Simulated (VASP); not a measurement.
Set up this calculation in VASP 6.6.1, as the native input.

- Task: single point
- Functional: LDA
- Potentials or basis: VASP PAW LDA potentials, release 64 (Si)
- Cutoff: 520 eV
- k mesh: 11 × 11 × 11
- Occupations: fermi-dirac, width 0.08 eV
- Spin: no spin polarisation
- Dipole correction: no
- Further INCAR settings: ALGO = Normal; EDIFF = 1e-07; NBANDS = 11

The structure of Si lies in POSCAR:

```
Si
1.0
    0.0000000000      2.6972448200      2.6972448200
    2.6972448200      0.0000000000      2.6972448200
    2.6972448200      2.6972448200      0.0000000000
Si
2
Direct
    0.5000000000      0.5000000000      0.5000000000
    0.7500000000      0.7500000000      0.7500000000
```

This cell differs from its parent crystal: volume scaled by 0.98.

One way to write it, as run:

INCAR

```
ALGO     = Normal         # electronic algorithm
EDIFF    = 1E-7           # SCF threshold, eV
ENCUT    = 520            # plane-wave cutoff, eV
ISIF     = 2              # what is computed and relaxed
ISMEAR   = -1             # smearing method
LASPH    = True           # aspherical terms in the spheres
LCHARG   = False          # write CHGCAR
LREAL    = False          # projectors in reciprocal space
LWAVE    = False          # write WAVECAR
NBANDS   = 11             # bands
NELM     = 60             # most SCF steps
PREC     = Accurate       # precision mode
SIGMA    = 0.08           # smearing width, eV
```

KPOINTS

```
k-points
0
Gamma
  11 11 11
```

Potentials or basis: VASP PAW LDA potentials, release 64 (Si).

Run with:

```bash
$ cat potpaw_LDA.64/Si/POTCAR > POTCAR
$ mpirun -np 1 vasp_std > vasp.out
```

It gave:

```yaml
Pressure: 0.4 GPa
Band_gap_on_the_k_mesh: 0.46 eV, indirect (least direct gap 2.53 eV)
```

Wall time 9 s on 1 thread of Intel Xeon 6975P-C (shared host), peak memory 0.14 GiB.
